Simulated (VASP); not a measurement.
# Ti in VASP: a series of runs, part 2 of 2

VASP 6.6.1. Earlier steps stand in the parts before.

**3. Single point, PBEsol**

This run uses another cell than the first one: it holds 12 atoms, not 3.

The input, INCAR:

```
PREC = Accurate ; ENCUT = 520
EDIFF = 1E-6 ; ISMEAR = 0
SIGMA = 0.1 ; LREAL = False
LASPH = True ; NELM = 100
ALGO = Normal ; ISIF = 2
LWAVE = False ; LCHARG = True
LDIPOL = True ; IDIPOL = 3
DIPOL = 0.5 0.5 0.289 ; GGA = PS
LELF = True ; LVHAR = True
LVACPOTAV = True ; NBANDS = 84
```

The input, KPOINTS:

```
regular mesh
0
Gamma
  5 5 1
```

The input, POSCAR:

```
Ti
1.0
    5.5602851172      0.0000000000      0.0000000000
   -1.8534283724      5.2422870823      0.0000000000
    0.0000000000      0.0000000000     21.2750793603
Ti
12
Direct
    0.2500000000      0.2500000000      0.1880133997
    0.2500000000      0.7500000000      0.1880133997
    0.7500000000      0.2500000000      0.1880133997
    0.7500000000      0.7500000000      0.1880133997
    0.0000000000      0.0000000000      0.2887400369
    0.0000000000      0.5000000000      0.2887400369
    0.5000000000      0.0000000000      0.2887400369
    0.5000000000      0.5000000000      0.2887400369
    0.2500000000      0.2500000000      0.3889564509
    0.2500000000      0.7500000000      0.3889564509
    0.7500000000      0.2500000000      0.3889564509
    0.7500000000      0.7500000000      0.3889564509
```

Potentials or basis: VASP PAW PBE potentials, release 64 (Ti_sv).

Command:

```console
$ cat potpaw_PBE.64/Ti_sv/POTCAR > POTCAR
$ mpirun -np 1 vasp_std > vasp.out
```

OUTCAR:

```text
PREC = Accurate
   ENCUT = 520
   EDIFF = 1E-6
   ISMEAR = 0
   LREAL = False
   LASPH = True
   NELM = 100
   ISIF = 2
   GGA = PS

 ion  position               nearest neighbor table
   1  0.250  0.250  0.188-   5 2.68   8 2.68   3 2.78   3 2.78   2 2.78   2 2.78
   2  0.250  0.750  0.188-   6 2.68   7 2.68   4 2.78   4 2.78   1 2.78   1 2.78
   3  0.750  0.250  0.188-   6 2.68   7 2.68   1 2.78   1 2.78   4 2.78   4 2.78
   4  0.750  0.750  0.188-   5 2.68   8 2.68   2 2.78   2 2.78   3 2.78   3 2.78
   5  0.000  0.000  0.289-   9 2.67  12 2.67   1 2.68   4 2.68   7 2.78   7 2.78   6 2.78   6 2.78
[... 19 lines left out ...]
 A1 = (   5.5602851172,   0.0000000000,   0.0000000000)
 A2 = (  -1.8534283724,   5.2422870823,   0.0000000000)
 A3 = (   0.0000000000,   0.0000000000,  21.2750793603)

Analysis of symmetry for initial positions (statically):
[... 995 lines left out ...]
     0.000000000  0.000000000 21.275079360     0.000000000  0.000000000  0.047003350

 POSITION                                       TOTAL-FORCE (eV/Angst)
 -----------------------------------------------------------------------------------
      0.92671      1.31057      4.00000        -0.000000      0.000000      0.027471
      0.00000      3.93172      4.00000         0.000000     -0.000000      0.027471
      3.70686      1.31057      4.00000        -0.000000      0.000000      0.027471
      2.78014      3.93172      4.00000         0.000000     -0.000000      0.027471
      0.00000      0.00000      6.14297         0.000000      0.000000     -0.024436
     -0.92671      2.62114      6.14297         0.000000      0.000000     -0.024436
      2.78014      0.00000      6.14297         0.000000     -0.000000     -0.024436
      1.85343      2.62114      6.14297         0.000000      0.000000     -0.024436
      0.92671      1.31057      8.27508        -0.000000     -0.000000     -0.003034
      0.00000      3.93172      8.27508        -0.000000     -0.000000     -0.003034
      3.70686      1.31057      8.27508         0.000000      0.000000     -0.003034
      2.78014      3.93172      8.27508        -0.000000     -0.000000     -0.003034
 -----------------------------------------------------------------------------------
    total drift:                               -0.000000     -0.000000      0.004709

  FREE ENERGIE OF THE ION-ELECTRON SYSTEM (eV)
  ---------------------------------------------------
  free  energy   TOTEN  =       -91.8480974757 eV

  energy  without entropy=      -91.6762259428  energy(sigma->0) =      -91.76216171

 vacuum level on the upper side and lower side of the slab         4.319         4.315
```

OSZICAR:

```text
N       E                     dE             d eps       ncg     rms          rms(c)
DAV:   1     0.183698492318E+04    0.18370E+04   -0.78304E+04  1816   0.170E+03
DAV:   2     0.159453553429E+03   -0.16775E+04   -0.16467E+04  1564   0.554E+02
DAV:   3    -0.604933189780E+02   -0.21995E+03   -0.21333E+03  2448   0.177E+02
DAV:   4    -0.110044238860E+03   -0.49551E+02   -0.48796E+02  2416   0.654E+01
[... 28 lines left out ...]
DAV:  33    -0.918480886271E+02   -0.33813E-05   -0.51545E-07   884   0.312E-03    0.346E-03
DAV:  34    -0.918480927924E+02   -0.41653E-05   -0.15225E-06   928   0.615E-03    0.363E-03
DAV:  35    -0.918480947969E+02   -0.20045E-05   -0.46174E-07   836   0.375E-03    0.856E-04
DAV:  36    -0.918480968013E+02   -0.20044E-05   -0.10646E-07   852   0.167E-03    0.399E-04
DAV:  37    -0.918480974757E+02   -0.67443E-06   -0.39860E-08   828   0.879E-04
   1 F= -.91848097E+02 E0= -.91762162E+02  d E =-.171872E+00
```

stdout:

```text
POSCAR found type information on POSCAR Ti
 POSCAR found :  1 types and      12 ions
 scaLAPACK will be used
 -----------------------------------------------------------------------------
|                                                                             |
[... 23 lines left out ...]
|     field-free region was found. Please increase the size of  your cell     |
|     in the dimension of the dipole correction to obtain accurate            |
|     workfunction values.                                                    |
|                                                                             |
 -----------------------------------------------------------------------------
```

It took 48 min on 1 thread of AMD EPYC 7R13, shared host; peak memory 0.71 GiB.

What came out:

| Property | Result |
| --- | --- |
| Free energy | -91.8481 eV |
| Largest force | 0.027 eV/Å |
| Band gap on the k mesh | zero (band 72 reaches -0.04 eV, above the bottom of band 73 at -0.21 eV) |

Forces on the atoms (eV/Å):
```
Ti   0.000  0.000  0.027
Ti   0.000  0.000  0.027
Ti   0.000  0.000  0.027
Ti   0.000  0.000  0.027
Ti   0.000  0.000 -0.024
Ti   0.000  0.000 -0.024
Ti   0.000  0.000 -0.024
Ti   0.000  0.000 -0.024
Ti   0.000  0.000 -0.003
Ti   0.000  0.000 -0.003
Ti   0.000  0.000 -0.003
Ti   0.000  0.000 -0.003
```

Levels at points of the mesh, in eV from the Fermi level:
```csv
k point,band 69,band 70,band 71,band 72,band 73,band 74
"(0.00, 0.00, 0.00)",-0.30,-0.21,-0.10,0.02,0.05,0.22
```

Caveat: the PAW data sets were made with another functional, which shifts forces and pressure a little.
